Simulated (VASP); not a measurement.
Write the native input for VASP 6.6.1 that does the following.

```yaml
Task: single point
Functional: PBEsol
Potentials_or_basis: VASP PAW PBE potentials, release 64 (Ba_sv, Ti_sv, O)
Cutoff: 520 eV
k_mesh: 8 × 8 × 8
Occupations: gaussian, width 0.02 eV
Spin: no spin polarisation
Dipole_correction: no
Further_INCAR_settings: ALGO = Normal; EDIFF = 1e-06; NBANDS = 28
```

The structure of BaTiO3 lies in POSCAR:

```
BaTiO3
1.0
    4.0095680257      0.0000000000      0.0000000000
    0.0000000000      3.9598279984      0.0000000000
    0.0000000000      0.0000000000      3.9598279984
Ba Ti O
1 1 3
Direct
    0.5000000000      0.5000000000      0.5000000000
    0.0000000000      0.0000000000      0.0000000000
    0.5000000000      0.0000000000      0.0000000000
    0.0000000000      0.5000000000      0.0000000000
    0.0000000000      0.0000000000      0.5000000000
```

This cell differs from its parent crystal: uniaxial strain along a: +1.0 %, then relaxed in part.

The input as run:

INCAR

```
SYSTEM = BaTiO3
PREC = Accurate
ENCUT = 520
EDIFF = 1E-6
ISMEAR = 0
SIGMA = 0.02
LREAL = .FALSE.
LASPH = .TRUE.
NELM = 60
ALGO = Normal
ISIF = 2
LWAVE = .FALSE.
LCHARG = .FALSE.
GGA = PS
NBANDS = 28
```

KPOINTS

```
regular mesh
0
G
  8 8 8
  0 0 0
```

Potentials or basis: VASP PAW PBE potentials, release 64 (Ba_sv, Ti_sv, O).

Launch:

```bash
$ cat potpaw_PBE.64/Ba_sv/POTCAR potpaw_PBE.64/Ti_sv/POTCAR potpaw_PBE.64/O/POTCAR > POTCAR
$ mpirun -np 1 vasp_std > vasp.out
```

It gave:

```
Pressure               : 1.2 GPa
Band gap on the k mesh : 1.71 eV, indirect (least direct gap 1.85 eV)
```

Caveat: the cell differs from its parent crystal (uniaxial strain along a: +1.0 %, then relaxed in part); the PAW data sets were made with another functional, which shifts forces and pressure a little; spin-orbit coupling is left out, which moves the levels of the heavy elements.

It took 70 s on 1 thread of Intel(R) Xeon(R) 6975P-C (Granite Rapids), with other jobs on the host, peak memory 0.26 GiB.
